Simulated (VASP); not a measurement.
**CrO2: single point with PBEsol**

CrO2:

```
CELL_PARAMETERS angstrom
4.23957 0.00000 0.00000
0.00000 4.23957 0.00000
0.00000 0.00000 2.82222
ATOMIC_POSITIONS crystal
Cr 0.50000 0.50000 0.50000
Cr 0.00000 0.00000 0.00000
O 0.80189 0.19811 0.50000
O 0.69811 0.69811 0.00000
O 0.19811 0.80189 0.50000
O 0.30189 0.30189 0.00000
```

* Program: VASP 6.6.1
* Task: single point
* Functional: PBEsol
* Potentials or basis: VASP PAW PBE potentials, release 64 (Cr_pv, O)
* Cutoff: 520 eV
* k mesh: 6 × 6 × 9
* Occupations: fermi-dirac, width 0.05 eV
* Spin: collinear spin, ferromagnetic start
* Starting moments: [3.0, 3.0, 0.0, 0.0, 0.0, 0.0] μB

```yaml
Pressure: 30.8 GPa
Largest_force: 0.019 eV/Å
Band_gap_on_the_k_mesh: zero (filled and empty bands overlap)
Net_moment: 4.00 μB per cell
Site_moments: Cr +2.00; O -0.03 μB
Valence_electrons_inside_the_program's_atomic_spheres: Cr 11.24; O 5.09
```

Forces on the atoms (eV/Å):
```
Cr   0.000  0.000  0.000
Cr   0.000  0.000  0.000
O   -0.013  0.013  0.000
O    0.013  0.013  0.000
O    0.013 -0.013  0.000
O   -0.013 -0.013  0.000
```

Stress tensor (GPa, compression positive):
```
30.67  0.00  0.00
 0.00 30.67  0.00
 0.00  0.00 30.98
```

Levels at points of the mesh, in eV from the Fermi level:
Spin up:
| k point | band 23 | band 24 | band 25 | band 26 | band 27 | band 28 | band 29 | band 30 |
| --- | --- | --- | --- | --- | --- | --- | --- | --- |
| (0.00, 0.00, 0.00) | -1.47 | -1.30 | -1.30 | -1.25 | -1.03 | 1.42 | 1.55 | 4.20 |
| (0.50, 0.00, 0.00) | -0.82 | -0.82 | -0.29 | -0.29 | 0.35 | 0.35 | 3.76 | 3.76 |
| (0.50, 0.50, 0.00) | -1.67 | -1.67 | -1.27 | -1.27 | 0.99 | 0.99 | 3.38 | 3.38 |
Spin down:
| k point | band 20 | band 21 | band 22 | band 23 | band 24 | band 25 |
| --- | --- | --- | --- | --- | --- | --- |
| (0.00, 0.00, 0.00) | -1.69 | -1.69 | -1.20 | 0.51 | 0.56 | 0.84 |
| (0.50, 0.00, 0.00) | -3.52 | -2.16 | -2.16 | 1.34 | 1.34 | 1.64 |
| (0.50, 0.50, 0.00) | -3.04 | -2.59 | -2.59 | 0.57 | 0.57 | 0.87 |

Run time: 2.3 min on 1 thread of Oxide Virtual Turin-like Processor, on a shared host, peak memory 0.23 GiB.

Caveat: the cell stands under pressure; the PAW data sets were made with another functional, which shifts forces and pressure a little; semilocal functionals often make such compounds metallic where correlation or magnetic order opens a gap, which also shifts bond lengths; the run started ferromagnetic, and an antiferromagnetic order may lie lower in energy. With open d or f shells a metallic result of PBEsol can be an artefact of self-interaction; +U or a hybrid may open a gap.
